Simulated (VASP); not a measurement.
Write the native input for VASP 6.6.1 that does the following.

| Quantity | Value |
| --- | --- |
| Task | single point |
| Functional | PBEsol |
| Potentials or basis | VASP PAW PBE potentials, release 64 (Co) |
| Cutoff | 520 eV |
| k mesh | 6 × 6 × 6 |
| Occupations | fermi-dirac, width 0.1 eV |
| Spin | collinear spin, ferromagnetic start |
| Starting moments | [2.5, 2.5, 2.5, 2.5, 2.5, 2.5] μB |
| Dipole correction | no |
| Further INCAR settings | ALGO = Normal; EDIFF = 1e-07; NBANDS = 40 |

The structure of Co lies in POSCAR:

```
Co
1.0
    0.0000000000      3.2173720000      3.2173720000
    3.2173720000      0.0000000000      3.2173720000
    3.2173720000      3.2173720000      0.0000000000
Co
6
Direct
    0.2500000000      0.2500000000      0.2500000000
    0.0000000000      0.0000000000      0.0000000000
    0.6250000000      0.6250000000      0.1250000000
    0.6250000000      0.1250000000      0.6250000000
    0.1250000000      0.6250000000      0.6250000000
    0.6250000000      0.6250000000      0.6250000000
```

This isn't the form of Co at room conditions, which is hcp.

The input as run:

INCAR

```
PREC     = Accurate       # precision mode
ENCUT    = 520            # plane-wave cutoff, eV
EDIFF    = 1E-7           # SCF threshold, eV
ISMEAR   = -1             # smearing method
SIGMA    = 0.1            # smearing width, eV
LREAL    = False          # projectors in reciprocal space
LASPH    = True           # aspherical terms in the spheres
NELM     = 150            # most SCF steps
ALGO     = Normal         # electronic algorithm
ISIF     = 2              # what is computed and relaxed
LWAVE    = False          # write WAVECAR
LCHARG   = True           # write CHGCAR
ISPIN    = 2              # spin polarisation
MAGMOM   = 2.5 2.5 2.5 2.5 2.5 2.5 # initial moments
LORBIT   = 11             # projections on sites
LMAXMIX  = 4              # l up to which the mixer works
GGA      = PS             # functional
LELF     = True           # ELF
LVHAR    = True         
NBANDS   = 40             # bands
```

KPOINTS

```
regular mesh
0
Gamma
  6 6 6
```

Potentials or basis: VASP PAW PBE potentials, release 64 (Co).

Command:

```sh
$ cat potpaw_PBE.64/Co/POTCAR > POTCAR
$ mpirun -np 1 vasp_std > vasp.out
```

It gave:

```json
{
  "Pressure": "-3.7 GPa",
  "Net moment": "9.85 μB per cell",
  "Site moments": "Co +1.74, +1.61 (each value once) μB",
  "Valence electrons inside the program's atomic spheres": "Co 8.00, 8.45 (each value once)"
}
```

Caveat: the cell stands under tension; the PAW data sets were made with another functional, which shifts forces and pressure a little.

It took 69 s on 1 thread of Intel(R) Xeon(R) 6975P-C (Granite Rapids) (shared host), peak memory 0.26 GiB.
